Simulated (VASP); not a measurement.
Input of a VASP 6.6.1 run:

File INCAR:

```
  PREC = Accurate
  ENCUT = 520
  EDIFF = 1E-6
  ISMEAR = 0
  SIGMA = 0.1
  LREAL = F
  LASPH = T
  NELM = 100
  ALGO = Normal
  ISIF = 2
  LWAVE = F
  LCHARG = F
  GGA = PE
  NBANDS = 42
```

File KPOINTS:

```
regular mesh
0
Gamma
  4 4 4
```

File POSCAR:

```
CaO
1.0
   -3.5185034900      3.5185034900      3.5185034900
    3.5185034900     -3.5185034900      3.5185034900
    3.5185034900      3.5185034900     -3.5185034900
Ca O
4 4
Direct
    0.3253069500      0.0000000000      0.0000000000
    0.6746930500      0.6746930500      0.6746930500
    0.0000000000      0.3253069500      0.0000000000
    0.0000000000      0.0000000000      0.3253069500
    0.0000000000      0.6746930500      0.0000000000
    0.3253069500      0.3253069500      0.3253069500
    0.6746930500      0.0000000000      0.0000000000
    0.0000000000      0.0000000000      0.6746930500
```

Potentials or basis: VASP PAW PBE potentials, release 64 (Ca_sv, O).

The run is started by

```bash
$ cat potpaw_PBE.64/Ca_sv/POTCAR potpaw_PBE.64/O/POTCAR > POTCAR
$ mpirun -np 1 vasp_std > vasp.out
```

Q: Estimate the pressure.

A: 2.9 GPa.

Q: Estimate the largest force.

A: 0.629 eV/Å.

Q: What does it give for the band gap on the k mesh?

A: 2.47 eV, indirect (least direct gap 2.58 eV).

Forces in eV/Å, atoms in the order of the input:
```
Ca   0.261 -0.261 -0.261
Ca   0.261  0.261  0.261
Ca  -0.261  0.261 -0.261
Ca  -0.261 -0.261  0.261
O    0.363 -0.363  0.363
O   -0.363 -0.363 -0.363
O   -0.363  0.363  0.363
O    0.363  0.363 -0.363
```

A k mesh can miss the band edges. PBE gaps usually lie below the measured ones, often by a third to a half.
